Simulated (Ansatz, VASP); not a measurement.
# One calculation of Pt, two programs

```
CELL_PARAMETERS angstrom
0.00000 1.98502 1.98502
1.98502 0.00000 1.98502
1.98502 1.98502 0.00000
ATOMIC_POSITIONS crystal
Pt 0.00000 0.00000 0.00000
```

Alike in both runs: functional PBE; k mesh 24 × 24 × 24; occupations gaussian, width 0.1 eV; no spin polarisation.

Ansatz relaxed the structure, and its values are those at the end. VASP's run is a single point on that final structure, the one shown.

|  | VASP | Ansatz |
| --- | --- | --- |
| version | VASP 6.6.1 | Ansatz 0.2.0 |
| potentials or method | VASP PAW PBE potentials, release 64 (Pt), cutoff 500 eV | scalar-relativistic, plane waves, PAW |
| valence electrons in the cell | 10 | 18 |

|  | VASP | Ansatz | Ansatz less VASP |
| --- | --- | --- | --- |
| gap on the k mesh at the Fermi level (eV) | none | none | - |
| pressure (GPa) | -0.5 | 0.0 | +0.47 |

A gap of «none» marks a metal or a gap that the smearing closes. VASP's potentials hold 10 valence electrons a cell and Ansatz's 18, so a difference there can come from the potentials and not from the codes.

Neither program's run includes spin-orbit coupling.
